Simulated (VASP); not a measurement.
InSb: single point with PBE

Crystal: InSb.

```
In Sb
1.0
     0.00000    3.38385    3.38385
     3.38385    0.00000    3.38385
     3.38385    3.38385    0.00000
In Sb
1 1
Cartesian
  0.0000 0.0000 0.0000
  1.6919 1.6919 1.6919
```

This cell differs from its parent crystal: volume changed by +6%.

```
Program                : VASP 6.6.1
Task                   : single point
Functional             : PBE
Potentials or basis    : VASP PAW PBE potentials, release 64 (In_d, Sb)
Cutoff                 : 520 eV
k mesh                 : 6 × 6 × 6
Occupations            : fermi-dirac, width 0.02 eV
Spin                   : no spin polarisation
Dipole correction      : no
Further INCAR settings : ALGO = Normal; EDIFF = 1e-06; NBANDS = 16
```

| Quantity | Value |
| --- | --- |
| Pressure | -1.9 GPa |
| Band gap on the k mesh | zero (filled and empty bands touch) |

Levels at points of the mesh, in eV from the Fermi level:
| k point | band 5 | band 6 | band 7 | band 8 | band 9 | band 10 | band 11 | band 12 | band 13 | band 14 |
| --- | --- | --- | --- | --- | --- | --- | --- | --- | --- | --- |
| (0.00, 0.00, 0.00) | -14.35 | -9.98 | -0.92 | -0.01 | -0.01 | -0.01 | 2.94 | 2.94 | 2.94 | 5.58 |
| (0.50, 0.00, 0.00) | -14.35 | -8.92 | -5.09 | -0.84 | -0.84 | 0.31 | 3.76 | 3.76 | 6.09 | 7.54 |
| (0.50, 0.50, 0.00) | -14.34 | -8.45 | -5.42 | -1.88 | -1.88 | 1.35 | 1.53 | 7.37 | 7.37 | 7.98 |

It took 15 s on 1 thread of Intel(R) Xeon(R) Platinum 8488C (Sapphire Rapids), with other jobs on the host, peak memory 0.21 GiB.

Caveat: spin-orbit coupling is left out, which moves the levels of the heavy elements.
